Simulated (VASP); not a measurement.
# W (Pm-3m) in VASP: notebook, part 2 of 2

VASP 6.6.1. Earlier steps stand in the parts before.

### Step 4. Single point, PBE (18.35 Å³/atom)

This run uses another cell than the first one, of 18.35 Å³/atom.

INCAR

```
PREC     = Accurate       # precision mode
ENCUT    = 520            # plane-wave cutoff, eV
EDIFF    = 1E-6           # SCF threshold, eV
ISMEAR   = -1             # smearing method
SIGMA    = 0.1            # smearing width, eV
LREAL    = F              # projectors in reciprocal space
LASPH    = T              # aspherical terms in the spheres
NELM     = 60             # most SCF steps
ALGO     = Normal         # electronic algorithm
ISIF     = 2              # what is computed and relaxed
LWAVE    = F              # write WAVECAR
LCHARG   = F              # write CHGCAR
GGA      = PE             # functional
NBANDS   = 13             # bands
```

KPOINTS

```
Automatic mesh
0
Gamma
  19 19 19
```

POSCAR

```
W
1.0
    2.6376587952      0.0000000000      0.0000000000
    0.0000000000      2.6376587952      0.0000000000
    0.0000000000      0.0000000000      2.6376587952
W
1
Direct
    0.0000000000      0.0000000000      0.0000000000
```

Launch:

```sh
$ cat potpaw_PBE.64/W_sv/POTCAR > POTCAR
$ mpirun -np 1 vasp_std > vasp.out
```

Run time: 40 s. Hardware: 1 thread of Intel Xeon 8259CL, shared host; peak memory 0.16 GiB.

It converged, with:

- Free energy: -11.5274 eV
- Pressure: 1.1 GPa
- Band gap on the k mesh: zero (bands 7 and 8 overlap by 2.70 eV)

Levels at points of the mesh, in eV from the Fermi level:
```csv
k point,band 3,band 4,band 5,band 6,band 7,band 8,band 9,band 10,band 11,band 12
"(0.00, 0.00, 0.00)",-37.69,-37.69,-8.53,-4.28,-4.28,4.72,4.72,4.72,14.66,14.66
```

Caveat: spin-orbit coupling is left out, which moves the levels of the heavy elements.

### Step 5. Single point, PBE (19.08 Å³/atom)

This run uses another cell than the first one, of 19.08 Å³/atom.

INCAR

```
PREC = Accurate
ENCUT = 520
EDIFF = 1E-7
ISMEAR = -1
SIGMA = 0.1
LREAL = False
LASPH = True
NELM = 60
ALGO = Normal
ISIF = 2
LWAVE = False
LCHARG = False
GGA = PE
NBANDS = 13
```

KPOINTS

```
regular mesh
0
Gamma
  19 19 19
```

POSCAR

```
W
1.0
    2.6723688125      0.0000000000      0.0000000000
    0.0000000000      2.6723688125      0.0000000000
    0.0000000000      0.0000000000      2.6723688125
W
1
Direct
    0.0000000000      0.0000000000      0.0000000000
```

Launch:

```sh
$ cat potpaw_PBE.64/W_sv/POTCAR > POTCAR
$ mpirun -np 1 vasp_std > vasp.out
```

Run time: 37 s. Hardware: 1 thread of Intel Xeon 8259CL, shared host; peak memory 0.16 GiB.

The run converged. Its results:

| Quantity | Value |
| --- | --- |
| Free energy | -11.5139 eV |
| Pressure | -6.9 GPa |
| Band gap on the k mesh | zero (bands 7 and 8 overlap by 2.61 eV) |

Levels at points of the mesh, in eV from the Fermi level:
| k point | band 4 | band 5 | band 6 | band 7 | band 8 | band 9 | band 10 | band 11 |
| --- | --- | --- | --- | --- | --- | --- | --- | --- |
| (0.00, 0.00, 0.00) | -37.77 | -8.33 | -4.08 | -4.08 | 4.47 | 4.47 | 4.47 | 14.32 |

Caveat: the cell stands under tension; spin-orbit coupling is left out, which moves the levels of the heavy elements.

### Step 6. Relaxation of cell and atoms, PBE

This run uses another cell than the first one, of 17.12 Å³/atom.

INCAR

```
PREC     = Accurate       # precision mode
ENCUT    = 600            # plane-wave cutoff, eV
EDIFF    = 1E-6           # SCF threshold, eV
ISMEAR   = -1             # smearing method
SIGMA    = 0.1            # smearing width, eV
LREAL    = F              # projectors in reciprocal space
LASPH    = T              # aspherical terms in the spheres
NELM     = 80             # most SCF steps
ALGO     = Normal         # electronic algorithm
ISIF     = 3              # what is computed and relaxed
LWAVE    = F              # write WAVECAR
LCHARG   = F              # write CHGCAR
GGA      = PE             # functional
IBRION   = 2              # ionic algorithm
NSW      = 80             # ionic steps
EDIFFG   = -0.01          # ionic threshold
```

KPOINTS

```
Automatic mesh
0
Gamma
  12 12 12
```

POSCAR

```
W
1.0
    2.5770789429      0.0000000000      0.0000000000
    0.0000000000      2.5770789429      0.0000000000
    0.0000000000      0.0000000000      2.5770789429
W
1
Direct
    0.0000000000      0.0000000000      0.0000000000
```

Potentials or basis: VASP PAW PBE potentials, release 64 (W_sv).

Launch:

```sh
$ cat potpaw_PBE.64/W_sv/POTCAR > POTCAR
$ mpirun -np 1 vasp_std > vasp.out
```

Run time: 95 s. Hardware: 1 thread of Intel Xeon 8259CL, shared host; peak memory 0.16 GiB.

The run converged. Its results:

* Free energy: -11.5500 eV
* Relaxed volume: 18.39 Å³/atom
* Relaxed cell: a = 2.640 Å, b = 2.640 Å, c = 2.640 Å, α = 90.00°, β = 90.00°, γ = 90.00°
* Space group after relaxing (to 0.1 Å): Pm-3m (No. 221)
* Energy gained by relaxing: 69.6 meV/atom
* Ionic steps: 16
* Pressure after relaxing: 0.1 GPa
* Band gap on the k mesh: zero (bands 7 and 8 overlap by 2.47 eV)

The path:
```tsv
step	energy change (eV)	largest force (eV/Å)	pressure (GPa)	volume (Å³)
1	0.0000	0.0000	18.54	17.12
2	0.3695	0.0000	-28.64	22.50
3	-0.0691	0.0000	-1.29	18.51
4	-0.0696	0.0000	-0.11	18.41
5	-0.0696	0.0000	0.21	18.38
6	-0.0696	0.0000	0.24	18.38
7	-0.0696	0.0000	0.20	18.38
8	-0.0696	0.0000	0.18	18.38
9	-0.0696	0.0000	0.18	18.38
10	-0.0696	0.0000	0.18	18.38
11	-0.0696	0.0000	0.19	18.38
12	-0.0696	0.0000	0.19	18.38
13	-0.0696	0.0000	0.20	18.38
14	-0.0696	0.0000	0.22	18.39
15	-0.0696	0.0000	0.14	18.39
16	-0.0696	0.0000	0.07	18.39
```

Final structure:
```
CELL_PARAMETERS angstrom
2.63968 0.00000 0.00000
0.00000 2.63968 0.00000
0.00000 0.00000 2.63968
ATOMIC_POSITIONS crystal
W 0.00000 0.00000 0.00000
```

Levels at points of the mesh, in eV from the Fermi level:
```csv
k point,band 5,band 6,band 7,band 8,band 9,band 10
"(0.00, 0.00, 0.00)",-8.54,-4.29,-4.29,4.67,4.67,4.67
"(0.50, 0.00, 0.00)",-5.06,-3.33,-0.75,0.93,0.93,5.07
"(0.50, 0.50, 0.00)",-5.48,-2.89,1.69,1.69,4.71,4.71
"(0.50, 0.50, 0.50)",-3.84,-3.84,-3.84,7.36,7.58,7.58
```

Caveat: spin-orbit coupling is left out, which moves the levels of the heavy elements.

### Step 7. Summary

```csv
task,cell,k mesh,cutoff (eV),gap on the mesh (eV),pressure (GPa)
single point,"a = 2.602 Å, 1 atom",19 × 19 × 19,520,none,11.0
single point,"a = 2.638 Å, 1 atom",19 × 19 × 19,520,none,1.1
single point,"a = 2.672 Å, 1 atom",19 × 19 × 19,520,none,-6.9
relaxation of cell and atoms,"relaxed from a = 2.577 Å, 1 atom",12 × 12 × 12,600,none,0.1
```

Alike in all rows: level PBE; potentials or basis VASP PAW PBE potentials, release 64 (W_sv); no spin polarisation; smearing fermi-dirac 0.1 eV.

Caveats: spin-orbit coupling is left out, which moves the levels of the heavy elements; the cell stands under pressure (at least some runs); the cell stands under tension (at least some runs).

Absolute energies hang on the potentials; compare differences alone.
